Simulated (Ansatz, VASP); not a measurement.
LiCuAuO2: VASP beside Ansatz

```
CELL_PARAMETERS angstrom
1.62083 0.93579 6.41882
-1.62083 0.93579 6.41882
0.00000 -1.87157 6.41882
ATOMIC_POSITIONS crystal
Au 0.99179 0.99179 0.99179
Cu 0.51580 0.51580 0.51580
O 0.10092 0.10092 0.10092
O 0.88422 0.88422 0.88422
Li 0.75726 0.75726 0.75726
```

Alike in both runs: task single point; functional PBE; k mesh 8 × 8 × 8; occupations fermi-dirac, width 0.05 eV; no spin polarisation.

```csv
,VASP,Ansatz
version,VASP 6.6.1,Ansatz 0.2.0
potentials or method,"VASP PAW PBE potentials, release 64 (Au, Cu, O, Li_sv)",Ansatz PAW
plane-wave cutoff (eV),520,420
valence electrons in the cell,37,53
```

```tsv
	VASP	Ansatz	Ansatz less VASP
gap on the k mesh at the Fermi level (eV)	none	none	-
rms of the force components (eV/Å)	0.095	0.102	+0.0069
```

Atom by atom the forces differ by 0.015 eV/Å (rms over components). A gap of «none» marks a metal or a gap that the smearing closes. VASP's potentials hold 37 valence electrons a cell and Ansatz's 53, so a difference there can come from the potentials and not from the codes.

Neither program's run includes spin-orbit coupling. Noted on VASP's run: the cutoff is under 1.25 times that of the potentials, so the pressure is a little rough.
